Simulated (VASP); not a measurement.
# Hg (Pm-3m) in VASP: single point with PBE

Aim: the single point of Hg with PBE.

Program: VASP 6.6.1. These are calculated values, not measurements. Logs are shortened: lines on timing, memory, paths and dates and some standing lists are left out, and cuts for length are marked.

## (1) The cell of the first run

The structure is cubic, space group Pm-3m (No. 221). Conventional cell: a = 3.101 Å, b = 3.101 Å, c = 3.101 Å, α = 90.00°, β = 90.00°, γ = 90.00°. Within 4.1 Å of Hg (site symmetry m-3m) lie 6 Hg at 3.10 Å.

## (2) Single point, PBE

Input file POSCAR:

```
Hg
1.0
    3.1006104641      0.0000000000      0.0000000000
    0.0000000000      3.1006104641      0.0000000000
    0.0000000000      0.0000000000      3.1006104641
Hg
1
Direct
    0.0000000000      0.0000000000      0.0000000000
```

Input file INCAR.step1:

```
SYSTEM = Hg
  PREC = Accurate
  ENCUT = 520
  EDIFF = 1E-6
  ISMEAR = -1
  SIGMA = 0.08
  LREAL = .FALSE.
  LASPH = .TRUE.
  NELM = 80
  ALGO = Normal
  ISIF = 2
  LWAVE = .FALSE.
  LCHARG = .TRUE.
  GGA = PE
  NBANDS = 12
```

Input file KPOINTS.step1:

```
regular mesh
0
G
  12 12 12
  0 0 0
```

Input file INCAR.step2:

```
SYSTEM = Hg
  PREC = Accurate
  ENCUT = 520
  EDIFF = 1E-6
  ISMEAR = -5
  SIGMA = 0.08
  LREAL = .FALSE.
  LASPH = .TRUE.
  NELM = 80
  ALGO = Normal
  ISIF = 2
  LWAVE = .FALSE.
  LCHARG = .FALSE.
  GGA = PE
  LORBIT = 11
  NEDOS = 2001
  ICHARG = 11
```

Input file KPOINTS.step2:

```
regular mesh
0
G
  18 18 18
  0 0 0
```

Potentials or basis: VASP PAW PBE potentials, release 64 (Hg).

Started as:

```sh
$ cat potpaw_PBE.64/Hg/POTCAR > POTCAR
$ cp INCAR.step1 INCAR
$ cp KPOINTS.step1 KPOINTS
$ mpirun -np 1 vasp_std > vasp.out
$ cp INCAR.step2 INCAR
$ cp KPOINTS.step2 KPOINTS
$ mpirun -np 1 vasp_std > vasp.out
```

OUTCAR:

```text
SYSTEM = Hg
   PREC = Accurate
   ENCUT = 520
   EDIFF = 1E-6
   ISMEAR = -5
   LREAL = .FALSE.
   LASPH = .TRUE.
   NELM = 80
   ISIF = 2
   GGA = PE
   LORBIT = 11
   ICHARG = 11

 ion  position               nearest neighbor table
   1  0.000  0.000  0.000-

  LATTYP: Found a simple cubic cell.
 ALAT       =     3.1006104641

  Lattice vectors:

 A1 = (   3.1006104641,   0.0000000000,   0.0000000000)
 A2 = (   0.0000000000,   3.1006104641,   0.0000000000)
 A3 = (   0.0000000000,   0.0000000000,   3.1006104641)

Analysis of symmetry for initial positions (statically):
=====================================================================
 Subroutine PRICEL returns:
 Original cell was already a primitive cell.

 Routine SETGRP: Setting up the symmetry group for a
 simple cubic supercell.

 Subroutine GETGRP returns: Found 48 space group operations
 (whereof 48 operations were pure point group operations)
 out of a pool of 48 trial point group operations.

The static configuration has the point symmetry O_h .

Analysis of symmetry for dynamics (positions and initial velocities):
=====================================================================
 Subroutine PRICEL returns:
 Original cell was already a primitive cell.

 Routine SETGRP: Setting up the symmetry group for a
 simple cubic supercell.

 Subroutine GETGRP returns: Found 48 space group operations
 (whereof 48 operations were pure point group operations)
 out of a pool of 48 trial point group operations.

The dynamic configuration has the point symmetry O_h .

 Subroutine INISYM returns: Found 48 space group operations
 (whereof 48 operations are pure point group operations),
 and found     1 'primitive' translations

----------------------------------------------------------------------------------------

                                     Primitive cell

  volume of cell :      29.8086

  direct lattice vectors                    reciprocal lattice vectors
     3.100610464  0.000000000  0.000000000     0.322517134  0.000000000  0.000000000
     0.000000000  3.100610464  0.000000000     0.000000000  0.322517134  0.000000000
     0.000000000  0.000000000  3.100610464     0.000000000  0.000000000  0.322517134

  length of vectors
     3.100610464  3.100610464  3.100610464     0.322517134  0.322517134  0.322517134

  position of ions in fractional coordinates (direct lattice)
     0.000000000  0.000000000  0.000000000

  ion indices of the primitive-cell ions
   primitive index   ion index
                 1           1

----------------------------------------------------------------------------------------

 KPOINTS: regular mesh

Automatic generation of k-mesh.
 Grid dimensions read from file:
 generate k-points for:   18   18   18

 Generating k-lattice:

  Cartesian coordinates                     Fractional coordinates (reciprocal lattice)
     0.017917619  0.000000000  0.000000000     0.055555556  0.000000000  0.000000000
     0.000000000  0.017917619  0.000000000     0.000000000  0.055555556  0.000000000
     0.000000000  0.000000000  0.017917619     0.000000000  0.000000000  0.055555556

  Length of vectors
     0.017917619  0.017917619  0.017917619

  Shift w.r.t. Gamma in fractional coordinates (k-lattice)
     0.000000000  0.000000000  0.000000000

 TETIRR: Found   2900 inequivalent tetrahedra from    34992

 Subroutine IBZKPT returns following result:
 ===========================================

 Found    220 irreducible k-points:

 Following reciprocal coordinates:
            Coordinates               Weight
  0.000000  0.000000  0.000000      1.000000
  0.055556  0.000000  0.000000      6.000000
  0.111111  0.000000  0.000000      6.000000
  0.166667  0.000000  0.000000      6.000000
  0.222222  0.000000  0.000000      6.000000
  0.277778  0.000000  0.000000      6.000000
[... 16 lines left out ...]
  0.277778  0.111111  0.000000     24.000000
  0.333333  0.111111  0.000000     24.000000
 [... further k-points ...]
   k-points           NKPTS =    220   k-points in BZ     NKDIM =    220   number of bands    NBANDS=     10
   number of dos      NEDOS =   2001   number of ions     NIONS =      1
   total plane-waves  NPLWV =  13824
   dimension x,y,z NGX =    24 NGY =   24 NGZ =   24
   dimension x,y,z NGXF=    48 NGYF=   48 NGZF=   48
   ions per type =               1
   NGX,Y,Z   is equivalent  to a cutoff of  12.87, 12.87, 12.87 a.u.
   NGXF,Y,Z  is equivalent  to a cutoff of  25.74, 25.74, 25.74 a.u.
 SYSTEM =  Hg
   PREC   = accura    normal or accurate (medium, high low for compatibility)
   ISTART =      0    job   : 0-new  1-cont  2-samecut
   ICHARG =     11    charge: 1-file 2-atom 10-const
   ISPIN  =      1    spin polarized calculation?
   LNONCOLLINEAR =      F non collinear calculations
   LSORBIT =      F    spin-orbit coupling
   LASPH  =      T    aspherical Exc in radial PAW
   ENCUT  =  520.0 eV  38.22 Ry    6.18 a.u.   5.77  5.77  5.77*2*pi/ulx,y,z
   NELM   =     80;   NELMIN=  2; NELMDL=  0     # of ELM steps
   EDIFF  = 0.1E-05   stopping-criterion for ELM
   LREAL  =      F    real-space projection
   EDIFFG = 0.1E-04   stopping-criterion for IOM
   NSW    =      0    number of steps for IOM
   IBRION =     -1    ionic relax: 0-MD 1-quasi-New 2-CG
   NFREE  =      0    steps in history (QN), initial steepest desc. (CG)
   ISIF   =      2    stress and relaxation
   ISYM   =      2    0-nonsym 1-usesym 2-fastsym
   POTIM  = 0.5000    time-step for ionic-motion
   TEBEG  =    0.0;   TEEND  =   0.0 temperature during run
   PSTRESS=    0.0 pullay stress
   NELECT =      12.0000    total number of electrons
   NUPDOWN=      -1.0000    fix difference up-down
   EMIN   =  10.00;   EMAX   =-10.00  energy-range for DOS
   EFERMI =   0.00;   METHOD = LEGACY
   ISMEAR =    -5;   SIGMA  =   0.08  broadening in eV -4-tet -1-fermi 0-gaus
   EFERMI_NEDOS =   21; number of points for ismear=-14 and -15
   IALGO  =     38    algorithm
   IMIX   =      4    mixing-type and parameters
     AMIX     =   0.40;   BMIX     =  1.00
     AMIX_MAG =   1.60;   BMIX_MAG =  1.00
  volume/ion in A,a.u.               =      29.81       201.16
  Fermi-wavevector in a.u.,A,eV,Ry     =   1.208801  2.284302 19.880821  1.461199
  Thomas-Fermi vector in A             =   2.344397
   LORBIT       =     11    0 simple, 1 ext, 2 COOP (PROOUT), +10 PAW based schemes
   GGA     = PE    functional components
   LHFCALC =     F    Hartree Fock is set to
   AEXX    =    0.0000 exact exchange contribution
   IVDW    =     0    specifies the selected vdW correction
   LEPSILON=     F    determine dielectric tensor
   LRPA    =     F    only Hartree local field effects (RPA)
 non-spin polarized calculation
 Fermi weights with tetrahedron method with Bloechl corrections
  energy-cutoff  :      520.00
  volume of cell :       29.81
 maximum number of plane-waves:       840
 NGX is ok and might be reduce to    24

 number of electron      11.9999995 magnetization

 Free energy of the ion-electron system (eV)
  ---------------------------------------------------
  ext. energy  EPLUGINS =         0.00000000
  ---------------------------------------------------
  free energy    TOTEN  =        -0.16492348 eV

  energy without entropy =       -0.16492348  energy(sigma->0) =       -0.16492348

 E-fermi :   1.2716     XC(G=0):  -9.5148

 val. band max:        1.4611015462   @ k =   0.5000   0.5000   0.0000
 cond. band min:       1.1820490525   @ k =   0.5000   0.1667   0.1667
 fundamental gap:     -0.2790524937
 Fermi energy:         1.2716270678

 k-point     1 :       0.0000    0.0000    0.0000
  band No.  band energies     occupation
      1      -6.4174      2.00000
      2      -6.3173      2.00000
      3      -6.3173      2.00000
      4      -4.6036      2.00000
      5      -4.6036      2.00000
      6      -4.6036      2.00000
      7      10.7869      0.00000
      8      10.7869      0.00000
      9      10.7869      0.00000
     10      13.9111      0.00000

 k-point     2 :       0.0556    0.0000    0.0000
  band No.  band energies     occupation
      1      -6.3729      2.00000
      2      -6.3130      2.00000
      3      -6.2784      2.00000
      4      -4.6207      2.00000
      5      -4.6207      2.00000
      6      -4.6022      2.00000
      7      10.1202      0.00000
      8      10.8597      0.00000
      9      10.8597      0.00000
     10      14.2234      0.00000

 k-point     3 :       0.1111    0.0000    0.0000
  band No.  band energies     occupation
      1      -6.3144      2.00000
      2      -6.3007      2.00000
      3      -6.0888      2.00000
      4      -4.6697      2.00000
      5      -4.6697      2.00000
      6      -4.5981      2.00000
      7       8.7893      0.00000
      8      11.0742      0.00000
      9      11.0742      0.00000
     10      14.5455      0.00000

 k-point     4 :       0.1667    0.0000    0.0000
  band No.  band energies     occupation
      1      -6.2819      2.00000
      2      -6.2591      2.00000
      3      -5.7376      2.00000
      4      -4.7434      2.00000
      5      -4.7434      2.00000
      6      -4.5917      2.00000
      7       7.3170      0.00000
      8      11.4188      0.00000
      9      11.4188      0.00000
     10      14.7422      0.00000

 k-point     5 :       0.2222    0.0000    0.0000
  band No.  band energies     occupation
      1      -6.2586      2.00000
      2      -6.1956      2.00000
      3      -5.2468      2.00000
      4      -4.8320      2.00000
      5      -4.8320      2.00000
      6      -4.5839      2.00000
      7       5.8402      0.00000
      8      11.8747      0.00000
      9      11.8747      0.00000
     10      14.9207      0.00000

 k-point     6 :       0.2778    0.0000    0.0000
  band No.  band energies     occupation
      1      -6.2337      2.00000
      2      -6.1280      2.00000
      3      -4.9241      2.00000
      4      -4.9241      2.00000
      5      -4.6266      2.00000
      6      -4.5756      2.00000
      7       4.4031      0.00000
      8      12.4150      0.00000
      9      12.4150      0.00000
     10      15.1154      0.00000
[... 183 lines left out ...]
 k-point    21 :       0.1667    0.1111    0.0000
  band No.  band energies     occupation
      1      -6.2498      2.00000
      2      -6.0646      2.00000
      3      -5.6354      2.00000
      4      -4.7973      2.00000
      5      -4.7375      2.00000
      6      -4.6557      2.00000
      7       7.5574      0.00000
      8       9.3631      0.00000
      9      11.7098      0.00000
     10      15.2761      0.00000

 k-point    22 :       0.2222    0.1111    0.0000
  band No.  band energies     occupation
      1      -6.2171      2.00000
      2      -6.0064      2.00000
      3      -5.2201      2.00000
      4      -4.8250      2.00000
      5      -4.8191      2.00000
      6      -4.6475      2.00000
      7       6.0812      0.00000
      8       9.7573      0.00000
      9      12.1692      0.00000
     10      15.3775      0.00000

 k-point    23 :       0.2778    0.1111    0.0000
  band No.  band energies     occupation
      1      -6.1844      2.00000
      2      -5.9452      2.00000
      3      -5.0848      2.00000
      4      -4.9163      2.00000
      5      -4.6385      2.00000
      6      -4.4327      2.00000
      7       4.6414      0.00000
      8      10.2421      0.00000
      9      12.7149      0.00000
     10      15.4655      0.00000

 k-point    24 :       0.3333    0.1111    0.0000
  band No.  band energies     occupation
      1      -6.1552      2.00000
      2      -5.8852      2.00000
      3      -5.1453      2.00000
      4      -5.0002      2.00000
      5      -4.6300      2.00000
      6      -3.7265      2.00000
      7       3.2647      0.00000
      8      10.7957      0.00000
      9      13.3091      0.00000
     10      15.4969      0.00000

 [... further k-points ...]

------------------------ aborting loop because EDIFF is reached ----------------------------------------

  FORCE on cell =-STRESS in cart. coord.  units (eV):
  Direction    XX          YY          ZZ          XY          YZ          ZX
  --------------------------------------------------------------------------------------
  -------------------------------------------------------------------------------------
  Total        0.1956294      0.1956294      0.1956294      0.0000000      0.0000000     -0.0000000
  in kB       10.5148513     10.5148513     10.5148513      0.0000000      0.0000000     -0.0000000
  external PRESSURE =      10.5148513 kB  Pullay stress =       0.0000000 kB

 VOLUME and BASIS-vectors are now :
 -----------------------------------------------------------------------------
  energy-cutoff  :      520.00
  volume of cell :       29.81
      direct lattice vectors                 reciprocal lattice vectors
     3.100610464  0.000000000  0.000000000     0.322517134  0.000000000  0.000000000
     0.000000000  3.100610464  0.000000000     0.000000000  0.322517134  0.000000000
     0.000000000  0.000000000  3.100610464     0.000000000  0.000000000  0.322517134

 POSITION                                       TOTAL-FORCE (eV/Angst)
 -----------------------------------------------------------------------------------
      0.00000      0.00000      0.00000         0.000000      0.000000      0.000000
 -----------------------------------------------------------------------------------
    total drift:                                0.000000     -0.000000     -0.000000

  FREE ENERGIE OF THE ION-ELECTRON SYSTEM (eV)
  ---------------------------------------------------
  free  energy   TOTEN  =        -0.1649234825 eV

  energy  without entropy=       -0.1649234825  energy(sigma->0) =       -0.16492348

 total charge

# of ion       s       p       d       tot
------------------------------------------
    1        0.926   0.182   9.331  10.439
```

Wall time 51 s (1 thread of Intel Xeon 8259CL, shared host); peak memory 0.19 GiB.

Results:

* Valence electrons inside the program's atomic spheres: Hg 10.44

Levels at points of the mesh, in eV from the Fermi level:
```tsv
k point	band 3	band 4	band 5	band 6	band 7	band 8	band 9	band 10
(0.00, 0.00, 0.00)	-7.59	-5.88	-5.88	-5.88	9.52	9.52	9.52	12.64
(0.50, 0.00, 0.00)	-6.41	-6.41	-5.83	-2.92	-1.30	12.92	12.92	14.05
(0.50, 0.50, 0.00)	-6.32	-6.32	-5.37	0.19	1.60	1.60	7.06	17.01
(0.50, 0.50, 0.50)	-7.15	-5.33	-5.33	3.67	4.53	4.53	4.53	8.72
```

Caveat: spin-orbit coupling is left out, which moves the levels of the heavy elements; tetrahedron occupations give inexact forces and stress in metals.
